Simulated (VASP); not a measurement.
Input of a VASP 6.6.1 run:

File INCAR:

```
SYSTEM = Hf
ALGO     = Fast           ! electronic algorithm
EDIFF    = 1E-6           ! SCF threshold, eV
ENCUT    = 520            ! plane-wave cutoff, eV
GGA      = PE             ! functional
ISIF     = 2              ! what is computed and relaxed
ISMEAR   = 0              ! smearing method
LASPH    = .True.         ! aspherical terms in the spheres
LCHARG   = .True.         ! write CHGCAR
LELF     = .True.         ! ELF
LREAL    = .False.        ! projectors in reciprocal space
LVHAR    = .True.       
LWAVE    = .False.        ! write WAVECAR
NBANDS   = 17             ! bands
NELM     = 60             ! most SCF steps
PREC     = Accurate       ! precision mode
SIGMA    = 0.15           ! smearing width, eV
```

File KPOINTS:

```
k-points
0
Gamma
  21 21 10
  0 0 0
```

File POSCAR:

```
Hf
1.0
    3.1966985242      0.0000000000      0.0000000000
   -1.5983492621      2.7684221302      0.0000000000
    0.0000000000      0.0000000000      5.0578000000
Hf
2
Direct
    0.3333333333      0.6666666667      0.2500000000
    0.6666666667      0.3333333333      0.7500000000
```

Potentials or basis: VASP PAW PBE potentials, release 64 (Hf_pv).

Launch:

```console
$ cat potpaw_PBE.64/Hf_pv/POTCAR > POTCAR
$ mpirun -np 1 vasp_std > vasp.out
```

What does it give for the pressure?

0.4 GPa.

What does it give for the band gap on the k mesh?

Zero (band 10 reaches 6.10 eV, above the bottom of band 11 at 4.50 eV).

Stress tensor (GPa, compression positive):
```
0.49 0.00 0.00
0.00 0.49 0.00
0.00 0.00 0.35
```

Caveat: spin-orbit coupling is left out, which moves the levels of the heavy elements.
